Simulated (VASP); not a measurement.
## HfN: single point with BLYP+D3(BJ)

Crystal: HfN.

```
Hf N
1.0
     0.00000    2.44632    2.44632
     2.44632    0.00000    2.44632
     2.44632    2.44632    0.00000
Hf N
1 1
Direct
  0.00000 0.00000 0.00000
  0.75000 0.75000 0.75000
```

| Property | Result |
| --- | --- |
| Program | VASP 6.6.1 |
| Task | single point |
| Functional | BLYP |
| Dispersion | D3(BJ) |
| Potentials or basis | VASP PAW PBE potentials, release 64 (Hf_pv, N) |
| Cutoff | 520 eV |
| k mesh | 11 × 11 × 11 |
| Occupations | methfessel-paxton, width 0.1 eV |
| Spin | no spin polarisation |

```
Pressure                   : -0.4 GPa
Dispersion energy per atom : -0.710 eV
```

Levels at points of the mesh, in eV from the Fermi level:
| k point | band 5 | band 6 | band 7 | band 8 | band 9 | band 10 |
| --- | --- | --- | --- | --- | --- | --- |
| (0.00, 0.00, 0.00) | -5.51 | -5.51 | -5.51 | -0.50 | 2.21 | 2.21 |

It took 32 s on 1 thread of Intel(R) Xeon(R) Platinum 8375C CPU @ 2.90GHz (Ice Lake), with other jobs on the host, peak memory 0.18 GiB.

Caveat: the PAW data sets were made with another functional, which shifts forces and pressure a little; spin-orbit coupling is left out, which moves the levels of the heavy elements; pairwise dispersion overbinds metals, which lowers pressure and volume.
